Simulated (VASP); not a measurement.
# LiCl (Pm-3m) in VASP: notebook

Runs on LiCl. Level: PBE. Tasks: single point.

All numbers are computed with VASP 6.6.1; they aren't measurements. Logs are shortened: lines on timing, memory, paths and dates and some standing lists are left out, and cuts for length are marked.

### 1 The cell of the first run

The structure is cubic, space group Pm-3m (No. 221). Conventional cell: a = 3.281 Å, b = 3.281 Å, c = 3.281 Å, α = 90.00°, β = 90.00°, γ = 90.00°. Li (site symmetry m-3m) has 8 Cl at 2.84 Å and 6 Li at 3.28 Å within 3.7 Å. Cl (site symmetry m-3m) has 8 Li at 2.84 Å and 6 Cl at 3.28 Å within 3.7 Å.

### 2 Single point, PBE

INCAR reads:

```
SYSTEM = LiCl
ALGO = Normal
EDIFF = 1E-6
ENCUT = 520
GGA = PE
ISIF = 2
ISMEAR = 0
LASPH = .True.
LCHARG = .False.
LREAL = .False.
LWAVE = .False.
NBANDS = 12
NELM = 60
PREC = Accurate
SIGMA = 0.01
```

KPOINTS reads:

```
k-points
0
Gamma
  6 6 6
  0 0 0
```

POSCAR reads:

```
LiCl
1.0
    3.2810462808      0.0000000000      0.0000000000
    0.0000000000      3.2810462808      0.0000000000
    0.0000000000      0.0000000000      3.2810462808
Li Cl
1 1
Direct
    0.0000000000      0.0000000000      0.0000000000
    0.5000000000      0.5000000000      0.5000000000
```

Potentials or basis: VASP PAW PBE potentials, release 64 (Li_sv, Cl).

The run is started by

```console
$ cat potpaw_PBE.64/Li_sv/POTCAR potpaw_PBE.64/Cl/POTCAR > POTCAR
$ mpirun -np 1 vasp_std > vasp.out
```

OUTCAR:

```text
SYSTEM = LiCl
   EDIFF = 1E-6
   ENCUT = 520
   GGA = PE
   ISIF = 2
   ISMEAR = 0
   LASPH = .True.
   LREAL = .False.
   NELM = 60
   PREC = Accurate

 ion  position               nearest neighbor table
   1  0.000  0.000  0.000-
   2  0.500  0.500  0.500-

  LATTYP: Found a simple cubic cell.
 ALAT       =     3.2810462808

  Lattice vectors:

 A1 = (   3.2810462808,   0.0000000000,   0.0000000000)
 A2 = (   0.0000000000,   3.2810462808,   0.0000000000)
 A3 = (   0.0000000000,   0.0000000000,   3.2810462808)

Analysis of symmetry for initial positions (statically):
=====================================================================
 Subroutine PRICEL returns:
 Original cell was already a primitive cell.

 Routine SETGRP: Setting up the symmetry group for a
 simple cubic supercell.

 Subroutine GETGRP returns: Found 48 space group operations
 (whereof 48 operations were pure point group operations)
 out of a pool of 48 trial point group operations.

The static configuration has the point symmetry O_h .

Analysis of symmetry for dynamics (positions and initial velocities):
=====================================================================
 Subroutine PRICEL returns:
 Original cell was already a primitive cell.

 Routine SETGRP: Setting up the symmetry group for a
 simple cubic supercell.

 Subroutine GETGRP returns: Found 48 space group operations
 (whereof 48 operations were pure point group operations)
 out of a pool of 48 trial point group operations.

The dynamic configuration has the point symmetry O_h .

 Subroutine INISYM returns: Found 48 space group operations
 (whereof 48 operations are pure point group operations),
 and found     1 'primitive' translations

----------------------------------------------------------------------------------------

                                     Primitive cell

  volume of cell :      35.3213

  direct lattice vectors                    reciprocal lattice vectors
     3.281046281  0.000000000  0.000000000     0.304780827  0.000000000  0.000000000
     0.000000000  3.281046281  0.000000000     0.000000000  0.304780827  0.000000000
     0.000000000  0.000000000  3.281046281     0.000000000  0.000000000  0.304780827

  length of vectors
     3.281046281  3.281046281  3.281046281     0.304780827  0.304780827  0.304780827

  position of ions in fractional coordinates (direct lattice)
     0.000000000  0.000000000  0.000000000
     0.500000000  0.500000000  0.500000000

  ion indices of the primitive-cell ions
   primitive index   ion index
                 1           1
                 2           2

----------------------------------------------------------------------------------------

 KPOINTS: k-points

Automatic generation of k-mesh.
 Grid dimensions read from file:
 generate k-points for:    6    6    6

 Generating k-lattice:

  Cartesian coordinates                     Fractional coordinates (reciprocal lattice)
     0.050796805  0.000000000  0.000000000     0.166666667  0.000000000  0.000000000
     0.000000000  0.050796805  0.000000000     0.000000000  0.166666667  0.000000000
     0.000000000  0.000000000  0.050796805     0.000000000  0.000000000  0.166666667

  Length of vectors
     0.050796805  0.050796805  0.050796805

  Shift w.r.t. Gamma in fractional coordinates (k-lattice)
     0.000000000  0.000000000  0.000000000

 Subroutine IBZKPT returns following result:
 ===========================================

 Found     20 irreducible k-points:

 Following reciprocal coordinates:
            Coordinates               Weight
  0.000000  0.000000  0.000000      1.000000
  0.166667  0.000000  0.000000      6.000000
  0.333333  0.000000  0.000000      6.000000
  0.500000  0.000000  0.000000      3.000000
  0.166667  0.166667  0.000000     12.000000
  0.333333  0.166667  0.000000     24.000000
[... 12 lines left out ...]
  0.500000  0.500000  0.333333      6.000000
  0.500000  0.500000  0.500000      1.000000
   k-points           NKPTS =     20   k-points in BZ     NKDIM =     20   number of bands    NBANDS=     12
   number of dos      NEDOS =    301   number of ions     NIONS =      2
   total plane-waves  NPLWV =  13824
   dimension x,y,z NGX =    24 NGY =   24 NGZ =   24
   dimension x,y,z NGXF=    48 NGYF=   48 NGZF=   48
   ions per type =               1   1
   NGX,Y,Z   is equivalent  to a cutoff of  12.16, 12.16, 12.16 a.u.
   NGXF,Y,Z  is equivalent  to a cutoff of  24.32, 24.32, 24.32 a.u.
 SYSTEM =  LiCl
   PREC   = accura    normal or accurate (medium, high low for compatibility)
   ISTART =      0    job   : 0-new  1-cont  2-samecut
   ICHARG =      2    charge: 1-file 2-atom 10-const
   ISPIN  =      1    spin polarized calculation?
   LNONCOLLINEAR =      F non collinear calculations
   LSORBIT =      F    spin-orbit coupling
   LASPH  =      T    aspherical Exc in radial PAW
   ENCUT  =  520.0 eV  38.22 Ry    6.18 a.u.   6.10  6.10  6.10*2*pi/ulx,y,z
   NELM   =     60;   NELMIN=  2; NELMDL= -5     # of ELM steps
   EDIFF  = 0.1E-05   stopping-criterion for ELM
   LREAL  =      F    real-space projection
   EDIFFG = 0.1E-04   stopping-criterion for IOM
   NSW    =      0    number of steps for IOM
   IBRION =     -1    ionic relax: 0-MD 1-quasi-New 2-CG
   NFREE  =      0    steps in history (QN), initial steepest desc. (CG)
   ISIF   =      2    stress and relaxation
   ISYM   =      2    0-nonsym 1-usesym 2-fastsym
   POTIM  = 0.5000    time-step for ionic-motion
   TEBEG  =    0.0;   TEEND  =   0.0 temperature during run
   PSTRESS=    0.0 pullay stress
   NELECT =      10.0000    total number of electrons
   NUPDOWN=      -1.0000    fix difference up-down
   EMIN   =  10.00;   EMAX   =-10.00  energy-range for DOS
   EFERMI =   0.00;   METHOD = LEGACY
   ISMEAR =     0;   SIGMA  =   0.01  broadening in eV -4-tet -1-fermi 0-gaus
   EFERMI_NEDOS =   21; number of points for ismear=-14 and -15
   IALGO  =     38    algorithm
   IMIX   =      4    mixing-type and parameters
     AMIX     =   0.40;   BMIX     =  1.00
     AMIX_MAG =   1.60;   BMIX_MAG =  1.00
  volume/ion in A,a.u.               =      17.66       119.18
  Fermi-wavevector in a.u.,A,eV,Ry     =   1.074969  2.031396 15.722316  1.155558
  Thomas-Fermi vector in A             =   2.210812
   LORBIT       =      0    0 simple, 1 ext, 2 COOP (PROOUT), +10 PAW based schemes
   GGA     = PE    functional components
   LHFCALC =     F    Hartree Fock is set to
   AEXX    =    0.0000 exact exchange contribution
   IVDW    =     0    specifies the selected vdW correction
   LEPSILON=     F    determine dielectric tensor
   LRPA    =     F    only Hartree local field effects (RPA)
 non-spin polarized calculation
 Gauss-broadening in eV      SIGMA  =   0.01
  energy-cutoff  :      520.00
  volume of cell :       35.32
 maximum number of plane-waves:       976
   NGX = 13   NGY = 13   NGZ = 13

 number of electron      10.0000016 magnetization

 Free energy of the ion-electron system (eV)
  ---------------------------------------------------
  ext. energy  EPLUGINS =         0.00000000
  ---------------------------------------------------
  free energy    TOTEN  =        -6.82068878 eV

  energy without entropy =       -6.82068878  energy(sigma->0) =       -6.82068878

 E-fermi :   1.5486     XC(G=0):  -8.5780

 val. band max:        1.4758816678   @ k =   0.5000   0.5000   0.0000
 cond. band min:       5.8729731513   @ k =   0.0000   0.0000   0.0000
 fundamental gap:      4.3970914834
 Fermi energy:         1.5485547236

 k-point     1 :       0.0000    0.0000    0.0000
  band No.  band energies     occupation
      1     -43.8478      2.00000
      2     -12.7166      2.00000
      3       0.6724      2.00000
      4       0.6724      2.00000
      5       0.6724      2.00000
      6       5.8730      0.00000
      7      10.1828      0.00000
      8      10.1828      0.00000
      9      14.6255      0.00000
     10      14.6255      0.00000
     11      14.6255      0.00000
     12      18.4528      0.00000

 k-point     2 :       0.1667    0.0000    0.0000
  band No.  band energies     occupation
      1     -43.8472      2.00000
      2     -12.6011      2.00000
      3      -0.3269      2.00000
      4       0.7801      2.00000
      5       0.7801      2.00000
      6       6.4602      0.00000
      7      10.5023      0.00000
      8      10.7450      0.00000
      9      13.6877      0.00000
     10      13.6877      0.00000
     11      14.8972      0.00000
     12      18.6413      0.00000

 k-point     3 :       0.3333    0.0000    0.0000
  band No.  band energies     occupation
      1     -43.8459      2.00000
      2     -12.3508      2.00000
      3      -1.8042      2.00000
      4       1.0113      2.00000
      5       1.0113      2.00000
      6       7.0932      0.00000
      7      11.0478      0.00000
      8      11.3604      0.00000
      9      12.2767      0.00000
     10      12.2767      0.00000
     11      17.2445      0.00000
     12      17.3939      0.00000
[... 226 lines left out ...]
 k-point    19 :       0.5000    0.5000    0.3333
  band No.  band energies     occupation
      1     -43.8411      2.00000
      2     -11.3990      2.00000
      3      -1.2107      2.00000
      4      -1.2107      2.00000
      5      -0.4407      2.00000
      6       6.6924      0.00000
      7       7.5188      0.00000
      8       7.5188      0.00000
      9      13.7408      0.00000
     10      16.9859      0.00000
     11      18.9194      0.00000
     12      18.9194      0.00000

 k-point    20 :       0.5000    0.5000    0.5000
  band No.  band energies     occupation
      1     -43.8406      2.00000
      2     -11.2828      2.00000
      3      -0.9636      2.00000
      4      -0.9636      2.00000
      5      -0.9636      2.00000
      6       6.6846      0.00000
      7       6.6846      0.00000
      8       6.6846      0.00000
      9      13.4336      0.00000
     10      20.0158      0.00000
     11      20.0158      0.00000
     12      20.0158      0.00000

------------------------ aborting loop because EDIFF is reached ----------------------------------------

  FORCE on cell =-STRESS in cart. coord.  units (eV):
  Direction    XX          YY          ZZ          XY          YZ          ZX
  --------------------------------------------------------------------------------------
  -------------------------------------------------------------------------------------
  Total       -0.0208460     -0.0208460     -0.0208460      0.0000000      0.0000000      0.0000000
  in kB       -0.9455747     -0.9455747     -0.9455747      0.0000000      0.0000000      0.0000000
  external PRESSURE =      -0.9455747 kB  Pullay stress =       0.0000000 kB

 VOLUME and BASIS-vectors are now :
 -----------------------------------------------------------------------------
  energy-cutoff  :      520.00
  volume of cell :       35.32
      direct lattice vectors                 reciprocal lattice vectors
     3.281046281  0.000000000  0.000000000     0.304780827  0.000000000  0.000000000
     0.000000000  3.281046281  0.000000000     0.000000000  0.304780827  0.000000000
     0.000000000  0.000000000  3.281046281     0.000000000  0.000000000  0.304780827

 POSITION                                       TOTAL-FORCE (eV/Angst)
 -----------------------------------------------------------------------------------
      0.00000      0.00000      0.00000         0.000000      0.000000      0.000000
      1.64052      1.64052      1.64052         0.000000      0.000000      0.000000
 -----------------------------------------------------------------------------------
    total drift:                                0.000000     -0.000000     -0.000000

  FREE ENERGIE OF THE ION-ELECTRON SYSTEM (eV)
  ---------------------------------------------------
  free  energy   TOTEN  =        -6.8206887785 eV

  energy  without entropy=       -6.8206887785  energy(sigma->0) =       -6.82068878
```

It took 7.3 s on 1 thread of Intel Xeon 6975P-C, shared host; peak memory 0.13 GiB.

Results:

```yaml
Free_energy: -6.8207 eV
Band_gap_on_the_k_mesh: 4.40 eV, indirect (least direct gap 5.20 eV)
```

Levels at points of the mesh, in eV from the valence-band top:
```
           k point  band 1  band 2  band 3  band 4  band 5  band 6  band 7  band 8  band 9  band 10
(0.00, 0.00, 0.00)  -45.32  -14.19   -0.80   -0.80   -0.80    4.40    8.71    8.71   13.15    13.15
(0.50, 0.00, 0.00)  -45.32  -13.69   -3.90   -0.34   -0.34    5.84    9.44   10.21   10.21    10.57
(0.50, 0.50, 0.00)  -45.32  -13.19   -3.29   -3.29    0.00    5.23    9.78    9.78   10.64    13.36
(0.50, 0.50, 0.50)  -45.32  -12.76   -2.44   -2.44   -2.44    5.21    5.21    5.21   11.96    18.54
```

Caveat: the cutoff is under 1.25 times the usual one of these potentials, so pressure, stress and relaxed cells hold a basis-set (Pulay) error. Expect the measured gap to be larger: semilocal functionals such as PBE lack the derivative discontinuity.

(Part 1 of 3 ends here.)
